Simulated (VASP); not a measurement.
Wanted: the native input for a VASP 6.6.1 run.

- Task: single point
- Functional: PBE
- Potentials or basis: VASP PAW PBE potentials, release 64 (Hg, Te)
- Cutoff: 520 eV
- k mesh: 12 × 12 × 12
- Occupations: gaussian, width 0.1 eV
- Spin: no spin polarisation
- Dipole correction: no
- Further INCAR settings: ALGO = Normal; EDIFF = 1e-07; NBANDS = 16

The structure of HgTe lies in POSCAR:

```
HgTe
1.0
    0.0000000000      3.4337846248      3.4337846248
    3.4337846248      0.0000000000      3.4337846248
    3.4337846248      3.4337846248      0.0000000000
Hg Te
1 1
Direct
    0.0000000000      0.0000000000      0.0000000000
    0.2500000000      0.2500000000      0.2500000000
```

One way to write it, as run:

INCAR

```
SYSTEM = HgTe
ALGO = Normal ; EDIFF = 1E-7
ENCUT = 520 ; GGA = PE
ISIF = 2 ; ISMEAR = 0
LASPH = .True. ; LCHARG = .False.
LREAL = .False. ; LWAVE = .False.
NBANDS = 16 ; NELM = 80
PREC = Accurate ; SIGMA = 0.1
```

KPOINTS

```
k-points
0
Gamma
  12 12 12
  0 0 0
```

Potentials or basis: VASP PAW PBE potentials, release 64 (Hg, Te).

Run with:

```bash
$ cat potpaw_PBE.64/Hg/POTCAR potpaw_PBE.64/Te/POTCAR > POTCAR
$ mpirun -np 1 vasp_std > vasp.out
```

It gave:

| Quantity | Value |
| --- | --- |
| Pressure | -2.5 GPa |
| Band gap on the k mesh | zero (filled and empty bands touch) |

Caveat: semilocal functionals underestimate gaps, so a narrow gap can read as zero; spin-orbit coupling is left out, which moves the levels of the heavy elements.

Wall time 83 s on 1 thread of Intel Xeon 8259CL (shared host), peak memory 0.27 GiB.
